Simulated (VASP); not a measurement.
# Li (Fm-3m) in VASP: single point with PBE

Aim: the single point of Li with PBE.

Program: VASP 6.6.1. These are calculated values, not measurements. Logs are shortened: lines on timing, memory, paths and dates and some standing lists are left out, and cuts for length are marked.

## 1. The cell of the first run

The structure is cubic, space group Fm-3m (No. 225). The conventional cell has a = 4.404 Å, b = 4.404 Å, c = 4.404 Å, α = 90.00°, β = 90.00°, γ = 90.00°. Li (site symmetry m-3m) has 12 Li at 3.11 Å within 4.1 Å.

This isn't the form of Li at room conditions, which is bcc.

## 2. Single point, PBE

INCAR

```
SYSTEM = Li
  GGA = PE
  ISMEAR = 1
  SIGMA = 0.1
  LWAVE = .False.
  LCHARG = .False.
  ISIF = 2
  PREC = Accurate
  LASPH = .True.
  LREAL = .False.
  ALGO = Normal
  EDIFF = 1E-6
  NELM = 120
  GGA_COMPAT = .False.
  ENCUT = 800
```

KPOINTS

```
k-points
0
Gamma
  13 13 13
```

POSCAR

```
Li
1.0
    0.0000000000      2.2020000000      2.2020000000
    2.2020000000      0.0000000000      2.2020000000
    2.2020000000      2.2020000000      0.0000000000
Li
1
Direct
    0.0000000000      0.0000000000      0.0000000000
```

Potentials or basis: VASP PAW PBE potentials, release 64 (Li_sv).

On the command line:

```
cat potpaw_PBE.64/Li_sv/POTCAR > POTCAR
mpirun -np 1 vasp_std > vasp.out
```

OUTCAR:

```text
SYSTEM = Li
   GGA = PE
   ISMEAR = 1
   ISIF = 2
   PREC = Accurate
   LASPH = .True.
   LREAL = .False.
   EDIFF = 1E-6
   NELM = 120
   ENCUT = 800

 Found     84 irreducible k-points:

 Following reciprocal coordinates:
            Coordinates               Weight
  0.000000  0.000000  0.000000      1.000000
  0.076923  0.000000  0.000000      8.000000
  0.153846  0.000000  0.000000      8.000000
  0.230769  0.000000  0.000000      8.000000
  0.307692  0.000000  0.000000      8.000000
  0.384615  0.000000  0.000000      8.000000
   k-points           NKPTS =     84   k-points in BZ     NKDIM =     84   number of bands    NBANDS=      5
   number of dos      NEDOS =    301   number of ions     NIONS =      1
   total plane-waves  NPLWV =  27000
   dimension x,y,z NGX =    30 NGY =   30 NGZ =   30
   dimension x,y,z NGXF=    60 NGYF=   60 NGZF=   60
   ions per type =               1
   NGX,Y,Z   is equivalent  to a cutoff of  16.02, 16.02, 16.02 a.u.
   NGXF,Y,Z  is equivalent  to a cutoff of  32.03, 32.03, 32.03 a.u.
 SYSTEM =  Li
   PREC   = accura    normal or accurate (medium, high low for compatibility)
   ISTART =      0    job   : 0-new  1-cont  2-samecut
   ICHARG =      2    charge: 1-file 2-atom 10-const
   ISPIN  =      1    spin polarized calculation?
   LNONCOLLINEAR =      F non collinear calculations
   LSORBIT =      F    spin-orbit coupling
   LASPH  =      T    aspherical Exc in radial PAW
   ENCUT  =  800.0 eV  58.80 Ry    7.67 a.u.   7.18  7.18  7.18*2*pi/ulx,y,z
   NELM   =    120;   NELMIN=  2; NELMDL= -5     # of ELM steps
   EDIFF  = 0.1E-05   stopping-criterion for ELM
   LREAL  =      F    real-space projection
   EDIFFG = 0.1E-04   stopping-criterion for IOM
   NSW    =      0    number of steps for IOM
   IBRION =     -1    ionic relax: 0-MD 1-quasi-New 2-CG
   NFREE  =      0    steps in history (QN), initial steepest desc. (CG)
   ISIF   =      2    stress and relaxation
   ISYM   =      2    0-nonsym 1-usesym 2-fastsym
   POTIM  = 0.5000    time-step for ionic-motion
   TEBEG  =    0.0;   TEEND  =   0.0 temperature during run

   SCALEE = 1.0000    scale energy and forces
   PSTRESS=    0.0 pullay stress
   NELECT =       3.0000    total number of electrons
   NUPDOWN=      -1.0000    fix difference up-down
   EMIN   =  10.00;   EMAX   =-10.00  energy-range for DOS
   EFERMI =   0.00;   METHOD = LEGACY
   ISMEAR =     1;   SIGMA  =   0.10  broadening in eV -4-tet -1-fermi 0-gaus
   EFERMI_NEDOS =   21; number of points for ismear=-14 and -15
   IALGO  =     38    algorithm
   IMIX   =      4    mixing-type and parameters
     AMIX     =   0.40;   BMIX     =  1.00
     AMIX_MAG =   1.60;   BMIX_MAG =  1.00
  volume/ion in A,a.u.               =      21.35       144.10
  Fermi-wavevector in a.u.,A,eV,Ry     =   0.851049  1.608250  9.854489  0.724285
  Thomas-Fermi vector in A             =   1.967122
   LORBIT       =      0    0 simple, 1 ext, 2 COOP (PROOUT), +10 PAW based schemes
   GGA     = PE    functional components
   LHFCALC =     F    Hartree Fock is set to
   AEXX    =    0.0000 exact exchange contribution
   IVDW    =     0    specifies the selected vdW correction
   LEPSILON=     F    determine dielectric tensor
   LRPA    =     F    only Hartree local field effects (RPA)

   CSHIFT  =0.1000    complex shift for real part using Kramers Kronig

   OMEGAMAX=  -1.0    maximum frequency
 non-spin polarized calculation
 Methfessel and Paxton  Order N= 1 SIGMA  =   0.10
  energy-cutoff  :      800.00
  volume of cell :       21.35
 maximum number of plane-waves:      1109
 NGX is ok and might be reduce to    30
   NGX = 15   NGY = 15   NGZ = 15

 number of electron       2.9999999 magnetization

 Free energy of the ion-electron system (eV)
  ---------------------------------------------------
  ext. energy  EPLUGINS =         0.00000000
  ---------------------------------------------------
  free energy    TOTEN  =        -1.90031476 eV

  energy without entropy =       -1.90003350  energy(sigma->0) =       -1.90022101

 E-fermi :   0.5187     XC(G=0):  -6.9187

 val. band max:        0.4664258519   @ k =  -0.2308   0.3077   0.0769
 cond. band min:       0.5309128396   @ k =  -0.3846   0.1538   0.0000
 fundamental gap:      0.0644869877
 Fermi energy:         0.5186728030

 k-point     1 :       0.0000    0.0000    0.0000
  band No.  band energies     occupation
      1     -46.1266      2.00000
      2      -3.0210      2.00000
      3      14.3124      0.00000
      4      14.3124      0.00000
      5      14.3124      0.00000

 k-point     2 :       0.0769    0.0000    0.0000
  band No.  band energies     occupation
      1     -46.1258      2.00000
      2      -2.9172      2.00000
      3      13.2289      0.00000
      4      14.0879      0.00000
      5      14.0879      0.00000

 k-point     3 :       0.1538    0.0000    0.0000
  band No.  band energies     occupation
      1     -46.1235      2.00000
      2      -2.6052      2.00000
      3      11.0217      0.00000
      4      13.6331      0.00000
      5      13.6331      0.00000

 k-point     4 :       0.2308    0.0000    0.0000
  band No.  band energies     occupation
      1     -46.1202      2.00000
      2      -2.0866      2.00000
      3       8.7183      0.00000
      4      13.2065      0.00000
      5      13.2065      0.00000

 k-point     5 :       0.3077    0.0000    0.0000
  band No.  band energies     occupation
      1     -46.1168      2.00000
      2      -1.3708      2.00000
      3       6.5933      0.00000
      4      12.9033      0.00000
      5      12.9033      0.00000

 k-point     6 :       0.3846    0.0000    0.0000
  band No.  band energies     occupation
      1     -46.1139      2.00000
      2      -0.4981      2.00000
      3       4.7598      0.00000
      4      12.7326      0.00000
      5      12.7326      0.00000

 [... further k-points ...]
[... 5 lines left out ...]
  --------------------------------------------------------------------------------------
  -------------------------------------------------------------------------------------
  Total       -0.0964192     -0.0964192     -0.0964192      0.0000000      0.0000000      0.0000000
  in kB       -7.2342246     -7.2342246     -7.2342246      0.0000000      0.0000000      0.0000000
  external PRESSURE =      -7.2342246 kB  Pullay stress =       0.0000000 kB

 VOLUME and BASIS-vectors are now :
 -----------------------------------------------------------------------------
  energy-cutoff  :      800.00
  volume of cell :       21.35
      direct lattice vectors                 reciprocal lattice vectors
     0.000000000  2.202000000  2.202000000    -0.227066303  0.227066303  0.227066303
     2.202000000  0.000000000  2.202000000     0.227066303 -0.227066303  0.227066303
     2.202000000  2.202000000  0.000000000     0.227066303  0.227066303 -0.227066303

 POSITION                                       TOTAL-FORCE (eV/Angst)
 -----------------------------------------------------------------------------------
      0.00000      0.00000      0.00000         0.000000      0.000000      0.000000
 -----------------------------------------------------------------------------------
    total drift:                               -0.000000     -0.000000      0.000000

  FREE ENERGIE OF THE ION-ELECTRON SYSTEM (eV)
  ---------------------------------------------------
  free  energy   TOTEN  =        -1.9003147593 eV

  energy  without entropy=       -1.9000335049  energy(sigma->0) =       -1.90022101
```

OSZICAR:

```text
N       E                     dE             d eps       ncg     rms          rms(c)
DAV:   1     0.129551587140E+01    0.12955E+01   -0.91714E+02   840   0.551E+02
DAV:   2    -0.169848324541E+01   -0.29940E+01   -0.29107E+01  1130   0.674E+01
DAV:   3    -0.189767980585E+01   -0.19920E+00   -0.19899E+00  1135   0.128E+01
DAV:   4    -0.190195463133E+01   -0.42748E-02   -0.42704E-02  1030   0.194E+00
DAV:   5    -0.190203794905E+01   -0.83318E-04   -0.83314E-04  1110   0.219E-01    0.267E-01
DAV:   6    -0.190090455571E+01    0.11334E-02   -0.30372E-04  1485   0.114E-01    0.150E-01
DAV:   7    -0.190031662903E+01    0.58793E-03   -0.61701E-04  1425   0.164E-01    0.257E-02
DAV:   8    -0.190031528422E+01    0.13448E-05   -0.97406E-06   900   0.404E-02    0.211E-03
DAV:   9    -0.190031475933E+01    0.52489E-06   -0.26966E-07   775   0.723E-03
   1 F= -.19003148E+01 E0= -.19002210E+01  d E =-.281254E-03
```

stdout:

```text
POSCAR found type information on POSCAR Li
 POSCAR found :  1 types and       1 ions
 scaLAPACK will be used
 LDA part: xc-table for (Slater+PW92), standard interpolation
 POSCAR, INCAR and KPOINTS ok, starting setup
 FFT: planning ... GRIDC
 FFT: planning ... GRID_SOFT
 FFT: planning ... GRID
 WAVECAR not read
 entering main loop
```

Run time: 7.3 s. Hardware: 1 thread of Intel Xeon Platinum 8488C (Sapphire Rapids), shared host; peak memory 0.15 GiB.

Results:

* Free energy: -1.9003 eV
* Pressure: -0.7 GPa
* Band gap on the k mesh: zero (an odd number of electrons rules out a gap without spin polarisation)

Levels at points of the mesh, in eV from the Fermi level:
```
           k point  band 1  band 2  band 3  band 4  band 5
(0.00, 0.00, 0.00)  -46.65   -3.54   13.79   13.79   13.79
```

The gap in the log of VASP goes by the Fermi energy; the results here count the filled bands.